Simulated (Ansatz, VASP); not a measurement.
One calculation of MgSn4N, two programs

The input INCAR:

```
SYSTEM = MgSn4N
  ALGO = Normal
  EDIFF = 1E-7
  ENCUT = 520
  GGA = PE
  ISIF = 2
  ISMEAR = 0
  LASPH = .True.
  LCHARG = .False.
  LREAL = .False.
  LWAVE = .False.
  NBANDS = 40
  NELM = 60
  PREC = Accurate
  SIGMA = 0.1
```

KPOINTS

```
k-points
0
Gamma
  4 4 4
  0 0 0
```

File POSCAR:

```
MgSn4N
1.0
    4.9070142200      0.0000000000      0.0000000000
    0.0000000000      4.9070142200      0.0000000000
    0.0000000000      0.0000000000      4.9070142200
Mg Sn N
1 4 1
Direct
    0.5000000000      0.5000000000      0.5000000000
    0.1480000000      0.1480000000      0.1480000000
    0.1480000000      0.8520000000      0.8520000000
    0.8520000000      0.8520000000      0.1480000000
    0.8520000000      0.1480000000      0.8520000000
    0.0000000000      0.0000000000      0.0000000000
```

Input for Ansatz:

```yaml
crystal:
  lattice:
    - [4.90701422, 0.0, 0.0]
    - [0.0, 4.90701422, 0.0]
    - [0.0, 0.0, 4.90701422]
  atoms:
    - { symbol: Mg, position: [0.5, 0.5, 0.5] }
    - { symbol: Sn, position: [0.148, 0.148, 0.148] }
    - { symbol: Sn, position: [0.148, 0.852, 0.852] }
    - { symbol: Sn, position: [0.852, 0.852, 0.148] }
    - { symbol: Sn, position: [0.852, 0.148, 0.852] }
    - { symbol: "N", position: [0.0, 0.0, 0.0] }
basis:
  ecutwfc: 420
kpoints:
  mp_grid: { grid: [4, 4, 4] }
hamiltonian:
  xc: pbe
scf:
  occupations: { method: gaussian, width: 0.1 }
  lower_state_search: "off"
output:
  forces: true
  stress: true
  eigenvalues: true
```

Change from the starting cell: species swapped into the H4BrN type (P-43m, No. 215).

Alike in both runs: task single point; functional PBE; k mesh 4 × 4 × 4; occupations gaussian, width 0.1 eV; no spin polarisation.

```csv
,VASP,Ansatz
version,VASP 6.6.1,Ansatz 0.2.0
potentials or method,"VASP PAW PBE potentials, release 64 (Mg, Sn_d, N), cutoff 520 eV","scalar-relativistic, plane waves, PAW"
valence electrons in the cell,63,71
```

VASP gave:

```
gap on the k mesh at the Fermi level (eV) : none
rms of the force components (eV/Å)        : 61.623
```

Problem. Estimate Ansatz's values.

Solution. gap on the k mesh at the Fermi level (eV): none; rms of the force components (eV/Å): 69.410.

Atom by atom the forces differ by 7.787 eV/Å (rms over components). A gap of «none» marks a metal or a gap that the smearing closes. VASP's potentials hold 63 valence electrons a cell and Ansatz's 71, so a difference there can come from the potentials and not from the codes.
